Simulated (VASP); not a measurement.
Set up this calculation in VASP 6.6.1, as the native input.

- Task: single point
- Functional: PBE
- Potentials or basis: VASP PAW PBE potentials, release 64 (Be, Sb_d_GW, Cl)
- Cutoff: 500 eV
- k mesh: 12 × 12 × 8
- Occupations: gaussian, width 0.1 eV
- Spin: no spin polarisation
- Dipole correction: no
- Further INCAR settings: ALGO = Normal; EDIFF = 1e-06; NBANDS = 21

The structure of Be2SbCl lies in POSCAR:

```
Be2SbCl
1.0
    4.3373089952      0.0000000000      0.0000000000
   -2.1686544976      3.7562197739      0.0000000000
    0.0000000000      0.0000000000      5.6618753550
Be Sb Cl
2 1 1
Direct
    0.3333333333      0.6666666667      0.0000000000
    0.6666666667      0.3333333333      0.0000000000
    0.0000000000      0.0000000000      0.0000000000
    0.0000000000      0.0000000000      0.5000000000
```

The cell was generated, and may not be a known phase.

One way to write it, as run:

INCAR

```
SYSTEM = Be2SbCl
ALGO = Normal
EDIFF = 1E-6
ENCUT = 500
GGA = PE
GGA_COMPAT = .FALSE.
ISIF = 2
ISMEAR = 0
LASPH = .TRUE.
LCHARG = .FALSE.
LREAL = .FALSE.
LWAVE = .FALSE.
NBANDS = 21
NELM = 120
PREC = Accurate
SIGMA = 0.1
```

KPOINTS

```
k-points
0
G
  12 12 8
  0 0 0
```

Potentials or basis: VASP PAW PBE potentials, release 64 (Be, Sb_d_GW, Cl).

The run is started by

```console
$ cat potpaw_PBE.64/Be/POTCAR potpaw_PBE.64/Sb_d_GW/POTCAR potpaw_PBE.64/Cl/POTCAR > POTCAR
$ mpirun -np 1 vasp_std > vasp.out
```

It gave:

* Pressure: 0.0 GPa
* Band gap on the k mesh: zero (bands 13 and 14 overlap by 1.90 eV)

Caveat: spin-orbit coupling is left out, which moves the levels of the heavy elements.

It took 3.3 min on 1 thread of Intel(R) Xeon(R) Platinum 8259CL CPU @ 2.50GHz (Skylake/Cascade Lake), with other jobs on the host, peak memory 0.35 GiB.
